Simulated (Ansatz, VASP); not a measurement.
MoS2: VASP beside Ansatz

```xyz
6
Lattice="3.1610 0.0000 0.0000 -1.5805 2.7375 0.0000 0.0000 0.0000 12.5409" Properties=species:S:1:pos:R:3 pbc="T T T"
Mo    0.0000    1.8250    3.1352
Mo    1.5805    0.9125    9.4057
S     0.0000    1.8250    7.8694
S     1.5805    0.9125    1.5990
S     0.0000    1.8250   10.9419
S     1.5805    0.9125    4.6715
```

Change from the starting cell: zz strain of +2 %, PAW files.

Alike in both runs: task electric field gradients; functional LDA; k mesh 10 × 10 × 3; occupations fermi-dirac, width 0.03 eV; no spin polarisation.

```csv
,VASP,Ansatz
version,VASP 6.6.1,Ansatz 0.2.0
potentials or method,"VASP PAW LDA potentials, release 64 (Mo_sv, S)","PAW with Ansatz's default frozen-core files, scalar-relativistic"
plane-wave cutoff (eV),520,420
valence electrons in the cell,52,52
```

Ansatz gave:

- pressure (GPa): -2.2
- traceless stress, the component that is largest in VASP (GPa): 2.06
- rms of the force components (eV/Å): 0.063
- size of Vzz on the site where it differs most (V/Å²): 83.7

What did VASP give for the same quantities?

Pressure (GPa): -2.1; traceless stress, the component that is largest in VASP (GPa): 2.03; rms of the force components (eV/Å): 0.071; size of Vzz on the site where it differs most (V/Å²): 88.2.

LDA's correlation is that of Perdew and Zunger in VASP and of Perdew and Wang (1992) in Ansatz. Atom by atom the forces differ by 0.008 eV/Å (rms over components).
